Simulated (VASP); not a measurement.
Set up this calculation in VASP 6.6.1, as the native input.

| Quantity | Value |
| --- | --- |
| Task | relaxation of cell and atoms |
| Functional | PBE |
| Potentials or basis | VASP PAW PBE potentials, release 64 (Sr_sv, Tl_d, F) |
| Cutoff | 600 eV |
| k mesh | 6 × 6 × 2 |
| Occupations | gaussian, width 0.1 eV |
| Spin | no spin polarisation |
| Dipole correction | no |
| Further INCAR settings | ALGO = Normal; EDIFF = 1e-06; IBRION = 2; EDIFFG = -0.04; NSW = 90; ISIF = 3 |

The structure of SrTlF3 lies in POSCAR:

```
SrTlF3
1.0
    4.0528638400      0.0000000000      0.0000000000
   -2.0264319200      3.5098830500      0.0000000000
    0.0000000000      0.0000000000      8.2727674600
Sr Tl F
1 1 3
Direct
    0.0000000000      0.0000000000      0.0000000000
    0.6666666700      0.3333333300      0.5000000000
    0.0000000000      0.0000000000      0.3423409100
    0.0000000000      0.0000000000      0.6576590900
    0.6666666700      0.3333333300      0.0000000000
```

The cell was built from a structure type or drawn by symmetry, and may not be a known phase.

One way to write it, as run:

INCAR

```
PREC = Accurate
ENCUT = 600
EDIFF = 1E-6
ISMEAR = 0
SIGMA = 0.1
LREAL = False
LASPH = True
NELM = 80
ALGO = Normal
ISIF = 3
LWAVE = False
LCHARG = False
GGA = PE
IBRION = 2
NSW = 90
EDIFFG = -0.04
```

KPOINTS

```
regular mesh
0
Gamma
  6 6 2
```

Potentials or basis: VASP PAW PBE potentials, release 64 (Sr_sv, Tl_d, F).

Run with:

```sh
$ cat potpaw_PBE.64/Sr_sv/POTCAR potpaw_PBE.64/Tl_d/POTCAR potpaw_PBE.64/F/POTCAR > POTCAR
$ mpirun -np 1 vasp_std > vasp.out
```

Results of the run:

* Relaxed volume: 23.71 Å³/atom
* Relaxed cell: a = 4.201 Å, b = 4.201 Å, c = 7.758 Å, α = 90.00°, β = 90.00°, γ = 120.00°
* Space group after relaxing (to 0.1 Å): P-6m2 (No. 187)
* Energy gained by relaxing: 254.9 meV/atom
* Ionic steps: 14
* Pressure after relaxing: -0.1 GPa
* Largest force after relaxing: 0.015 eV/Å
* Band gap on the k mesh: 3.25 eV (least direct gap 3.89 eV)

Caveat: spin-orbit coupling is left out, which moves the levels of the heavy elements.

It took 6.8 min on 1 thread of Intel(R) Xeon(R) Platinum 8259CL CPU @ 2.50GHz (Skylake/Cascade Lake), with other jobs on the host, peak memory 0.3 GiB.
